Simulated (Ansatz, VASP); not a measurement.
# NaF: VASP beside Ansatz

INCAR

```
PREC = Accurate ; ENCUT = 520
EDIFF = 1E-8 ; ISMEAR = -1
SIGMA = 0.03 ; LREAL = False
LASPH = True ; NELM = 60
ALGO = Normal ; ISIF = 2
LWAVE = False ; LCHARG = False
GGA = PE ; LEFG = True
NBANDS = 14
```

Contents of KPOINTS:

```
Automatic mesh
0
Gamma
  11 11 11
```

POSCAR

```
NaF
1.0
    0.0000000000      1.6842613441      1.6842613441
    1.6842613441      0.0000000000      1.6842613441
    1.6842613441      1.6842613441      0.0000000000
Na F
1 1
Direct
    0.0000000000      0.0000000000      0.0000000000
    0.5000000000      0.5000000000      0.5000000000
```

Input for Ansatz:

```yaml
crystal:
  lattice:
    - [0.0, 1.6842613441, 1.6842613441]
    - [1.6842613441, 0.0, 1.6842613441]
    - [1.6842613441, 1.6842613441, 0.0]
  atoms:
    - { symbol: Na, position: [0.0, 0.0, 0.0] }
    - { symbol: F, position: [0.5, 0.5, 0.5] }
kpoints:
  mp_grid: { grid: [11, 11, 11] }
  band_path:
    path:
      - [0.0, 0.0, 0.0]
      - [0.5, 0.0, 0.5]
      - [0.625, 0.25, 0.625]
      - [0.375, 0.375, 0.75]
      - [0.0, 0.0, 0.0]
      - [0.5, 0.5, 0.5]
      - [0.5, 0.25, 0.75]
      - [0.5, 0.0, 0.5]
    npoints: 6
scf:
  occupations: { method: fermi_dirac, width: 0.03 }
hamiltonian:
  xc: pbe
  pseudopotentials: { kind: paw }
output:
  forces: true
  stress: true
  eigenvalues: true
  efg: { contact_densities: true }
  populations: true
```

Change from the starting cell: volume scaled by 0.4, PAW files.

Alike in both runs: task electric field gradients; functional PBE; k mesh 11 × 11 × 11; occupations fermi-dirac, width 0.03 eV; no spin polarisation.

|  | VASP | Ansatz |
| --- | --- | --- |
| version | VASP 6.6.1 | Ansatz 0.2.0 |
| potentials or method | VASP PAW PBE potentials, release 64 (Na_pv, F) | PAW with Ansatz's default frozen-core files, scalar-relativistic |
| plane-wave cutoff (eV) | 520 | 420 |
| valence electrons in the cell | 14 | 16 |

```csv
,VASP,Ansatz,Ansatz less VASP
gap on the k mesh at the Fermi level (eV),14.69,14.74,+0.055
pressure (GPa),472.2,452.0,-20.14
```

Both programs put the cell under a high pressure, so it lies far from rest at this level. The functional is the same, so the differences come from potentials, cutoffs and numerics. VASP's potentials hold 14 valence electrons a cell and Ansatz's 16, so a difference there can come from the potentials and not from the codes.

Noted on VASP's run: the cell as given lies far from equilibrium.
